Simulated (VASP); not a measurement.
# Si2Mo (Immm) in VASP: a series of runs, part 2 of 2

VASP 6.6.1.

## 4. Single point, PBE (uniaxial strain along a: +1.5 %, then relaxed in part)

Input file INCAR:

```
SYSTEM = Si2Mo
PREC = Accurate
ENCUT = 520
EDIFF = 1E-6
ISMEAR = 0
SIGMA = 0.1
LREAL = .FALSE.
LASPH = .TRUE.
NELM = 80
ALGO = Normal
ISIF = 2
LWAVE = .FALSE.
LCHARG = .FALSE.
GGA = PE
NBANDS = 31
```

Input file KPOINTS:

```
regular mesh
0
G
  12 12 6
  0 0 0
```

Input file POSCAR:

```
Si2Mo
1.0
    3.2651000761      0.0000000000      0.0000000000
    0.0000000000      3.2050510925      0.0000000000
    0.0000000000      0.0000000000      7.8573371602
Si Mo
4 2
Direct
    0.0000000000      0.0000000000      0.3352292609
    0.5000000000      0.5000000000      0.1647707391
    0.5000000000      0.5000000000      0.8352292609
    0.0000000000      0.0000000000      0.6647707391
    0.0000000000      0.0000000000      0.0000000000
    0.5000000000      0.5000000000      0.5000000000
```

Potentials or basis: VASP PAW PBE potentials, release 64 (Si, Mo_sv).

The run is started by

```bash
cat potpaw_PBE.64/Si/POTCAR potpaw_PBE.64/Mo_sv/POTCAR > POTCAR
mpirun -np 1 vasp_std > vasp.out
```

OUTCAR:

```text
SYSTEM = Si2Mo
   PREC = Accurate
   ENCUT = 520
   EDIFF = 1E-6
   ISMEAR = 0
   LREAL = .FALSE.
   LASPH = .TRUE.
   NELM = 80
   ISIF = 2
   GGA = PE

 ion  position               nearest neighbor table
   1  0.000  0.000  0.335-   4 2.59   6 2.63   6 2.63   6 2.63   6 2.63   5 2.63   2 2.65   2 2.65
                             2 2.65   2 2.65
   2  0.500  0.500  0.165-   3 2.59   5 2.63   5 2.63   5 2.63   5 2.63   6 2.63   1 2.65   1 2.65
                             1 2.65   1 2.65
   3  0.500  0.500  0.835-   2 2.59   5 2.63   5 2.63   5 2.63   5 2.63   6 2.63   4 2.65   4 2.65
                             4 2.65   4 2.65
   4  0.000  0.000  0.665-   1 2.59   6 2.63   6 2.63   6 2.63   6 2.63   5 2.63   3 2.65   3 2.65
                             3 2.65   3 2.65
   5  0.000  0.000  0.000-   2 2.63   3 2.63   2 2.63   3 2.63   2 2.63   3 2.63   2 2.63   3 2.63
                             1 2.63   4 2.63
   6  0.500  0.500  0.500-   1 2.63   4 2.63   1 2.63   4 2.63   1 2.63   4 2.63   1 2.63   4 2.63
                             3 2.63   2 2.63

  LATTYP: Found a simple orthorhombic cell.
 ALAT       =     3.2050510925
 B/A-ratio  =     1.0187357336
 C/A-ratio  =     2.4515481761

  Lattice vectors:

 A1 = (   0.0000000000,  -3.2050510925,   0.0000000000)
 A2 = (   3.2651000761,   0.0000000000,   0.0000000000)
 A3 = (   0.0000000000,   0.0000000000,   7.8573371602)

Analysis of symmetry for initial positions (statically):
=====================================================================
 Subroutine PRICEL returns following result:

  LATTYP: Found a body centered orthorhombic cell.
 ALAT       =     3.2050510925
 B/A-ratio  =     1.0187357336
 C/A-ratio  =     2.4515481761

  Lattice vectors:

 A1 = (   1.6325500381,  -1.6025255463,  -3.9286685801)
 A2 = (  -1.6325500381,   1.6025255463,  -3.9286685801)
 A3 = (   1.6325500381,   1.6025255463,   3.9286685801)

[... 150 lines left out ...]
   EMIN   =  10.00;   EMAX   =-10.00  energy-range for DOS
   EFERMI =   0.00;   METHOD = LEGACY
   ISMEAR =     0;   SIGMA  =   0.10  broadening in eV -4-tet -1-fermi 0-gaus
   EFERMI_NEDOS =   21; number of points for ismear=-14 and -15
   IALGO  =     38    algorithm
   IMIX   =      4    mixing-type and parameters
     AMIX     =   0.40;   BMIX     =  1.00
     AMIX_MAG =   1.60;   BMIX_MAG =  1.00
  volume/ion in A,a.u.               =      13.70        92.48
  Fermi-wavevector in a.u.,A,eV,Ry     =   1.329097  2.511630 24.034687  1.766500
  Thomas-Fermi vector in A             =   2.458285
   LORBIT       =      0    0 simple, 1 ext, 2 COOP (PROOUT), +10 PAW based schemes
   GGA     = PE    functional components
   LHFCALC =     F    Hartree Fock is set to
   AEXX    =    0.0000 exact exchange contribution
   IVDW    =     0    specifies the selected vdW correction
   LEPSILON=     F    determine dielectric tensor
   LRPA    =     F    only Hartree local field effects (RPA)
 non-spin polarized calculation
 Gauss-broadening in eV      SIGMA  =   0.10
  energy-cutoff  :      520.00
  volume of cell :       82.23
 maximum number of plane-waves:      2244
   NGX = 13   NGY = 11   NGZ = 29

 number of electron      44.0000002 magnetization

 Free energy of the ion-electron system (eV)
  ---------------------------------------------------
  ext. energy  EPLUGINS =         0.00000000
  ---------------------------------------------------
  free energy    TOTEN  =       -46.50494772 eV

  energy without entropy =      -46.50203189  energy(sigma->0) =      -46.50348980

 E-fermi :  11.9131     XC(G=0): -12.3245

 val. band max:       11.9124807452   @ k =   0.0833   0.0000   0.0000
 cond. band min:      11.9157538762   @ k =   0.0833   0.0000   0.1667
 fundamental gap:      0.0032731310
 Fermi energy:        11.9131062979

 k-point     1 :       0.0000    0.0000    0.0000
  band No.  band energies     occupation
      1     -48.8138      2.00000
      2     -48.8133      2.00000
      3     -22.9670      2.00000
      4     -22.9446      2.00000
      5     -22.9203      2.00000
      6     -22.9186      2.00000
[... 805 lines left out ...]
     30      16.9698      0.00000
     31      16.9996      0.00000

 [... further k-points ...]
[... 5 lines left out ...]
  --------------------------------------------------------------------------------------
  -------------------------------------------------------------------------------------
  Total       -2.5190259      0.1021770      0.0827361      0.0000000      0.0000000      0.0000000
  in kB      -49.0835960      1.9909348      1.6121250      0.0000000      0.0000000      0.0000000
  external PRESSURE =     -15.1601787 kB  Pullay stress =       0.0000000 kB

 VOLUME and BASIS-vectors are now :
 -----------------------------------------------------------------------------
  energy-cutoff  :      520.00
  volume of cell :       82.23
      direct lattice vectors                 reciprocal lattice vectors
     3.265100076  0.000000000  0.000000000     0.306269326  0.000000000  0.000000000
     0.000000000  3.205051093  0.000000000     0.000000000  0.312007507  0.000000000
     0.000000000  0.000000000  7.857337160     0.000000000  0.000000000  0.127269580

 POSITION                                       TOTAL-FORCE (eV/Angst)
 -----------------------------------------------------------------------------------
      0.00000      0.00000      2.63401         0.000000     -0.000000     -0.002749
      1.63255      1.60253      1.29466         0.000000      0.000000      0.002749
      1.63255      1.60253      6.56268         0.000000     -0.000000     -0.002749
      0.00000      0.00000      5.22333         0.000000     -0.000000      0.002749
      0.00000      0.00000      0.00000         0.000000     -0.000000      0.000000
      1.63255      1.60253      3.92867        -0.000000     -0.000000      0.000000
 -----------------------------------------------------------------------------------
    total drift:                                0.000000      0.000000     -0.000000

  FREE ENERGIE OF THE ION-ELECTRON SYSTEM (eV)
  ---------------------------------------------------
  free  energy   TOTEN  =       -46.5049477191 eV

  energy  without entropy=      -46.5020318902  energy(sigma->0) =      -46.50348980
```

Run time: 2 min. Hardware: 1 thread of Intel Xeon 6975P-C (Granite Rapids), shared host; peak memory 0.46 GiB.

Results:

```yaml
Free_energy: -46.5049 eV
Pressure: -1.5 GPa
Band_gap_on_the_k_mesh: zero (band 22 reaches 12.35 eV, above the bottom of band 23 at 11.55 eV)
```

Forces in eV/Å, atoms in the order of the input:
```
Si   0.000  0.000 -0.003
Si   0.000  0.000  0.003
Si   0.000  0.000 -0.003
Si   0.000  0.000  0.003
Mo   0.000  0.000  0.000
Mo   0.000  0.000  0.000
```

Caveat: the cell differs from its parent crystal (uniaxial strain along a: +1.5 %, then relaxed in part).

## 5. Summary

| cell | gap on the mesh (eV) | pressure (GPa) | largest force (eV/Å) |
| --- | --- | --- | --- |
| a = 3.169, b = 3.229, c = 7.903 Å, 6 atoms | none | 1.7 | 0.01 |
| a = 3.265, b = 3.205, c = 7.843 Å, 6 atoms | none | -1.1 | 0.01 |
| a = 3.265, b = 3.205, c = 7.857 Å, 6 atoms | none | -1.5 | - |

Alike in all rows: task single point; level PBE; potentials or basis VASP PAW PBE potentials, release 64 (Si, Mo_sv); no spin polarisation; k mesh 12 × 12 × 6; cutoff (eV) 520; smearing gaussian 0.1 eV.

Absolute energies hang on the potentials; compare differences alone.
